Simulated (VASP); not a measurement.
Set up this calculation in VASP 6.6.1, as the native input.

```
Task                   : single point
Functional             : PBE
Potentials or basis    : VASP PAW PBE potentials, release 64 (In_d, Sb)
Cutoff                 : 520 eV
k mesh                 : 10 × 10 × 10
Occupations            : gaussian, width 0.1 eV
Spin                   : no spin polarisation
Dipole correction      : no
Further INCAR settings : ALGO = Normal; EDIFF = 1e-07; NBANDS = 22
```

The structure of InSb3 lies in POSCAR:

```
InSb3
1.0
    0.0000000000      3.8396722590      3.8396722590
    3.8396722590      0.0000000000      3.8396722590
    3.8396722590      3.8396722590      0.0000000000
In Sb
1 3
Direct
    0.0000000000      0.0000000000      0.0000000000
    0.2500000000      0.2500000000      0.2500000000
    0.7500000000      0.7500000000      0.7500000000
    0.5000000000      0.5000000000      0.5000000000
```

This cell differs from its parent crystal: strained.

These files were run (other wordings do the same):

INCAR

```
ALGO = Normal ; EDIFF = 1E-7
ENCUT = 520 ; GGA = PE
ISIF = 2 ; ISMEAR = 0
LASPH = True ; LCHARG = False
LREAL = False ; LWAVE = False
NBANDS = 22 ; NELM = 60
PREC = Accurate ; SIGMA = 0.1
```

KPOINTS

```
k-points
0
Gamma
  10 10 10
```

Potentials or basis: VASP PAW PBE potentials, release 64 (In_d, Sb).

Run with:

```bash
$ cat potpaw_PBE.64/In_d/POTCAR potpaw_PBE.64/Sb/POTCAR > POTCAR
$ mpirun -np 1 vasp_std > vasp.out
```

It gave:

- Pressure: -1.9 GPa
- Band gap on the k mesh: zero (band 14 reaches 8.60 eV, above the bottom of band 15 at 5.28 eV)

Caveat: the cell differs from its parent crystal (strained); spin-orbit coupling is left out, which moves the levels of the heavy elements.

It took 55 s on 1 thread of Intel(R) Xeon(R) 6975P-C (Granite Rapids) (shared host), peak memory 0.3 GiB.
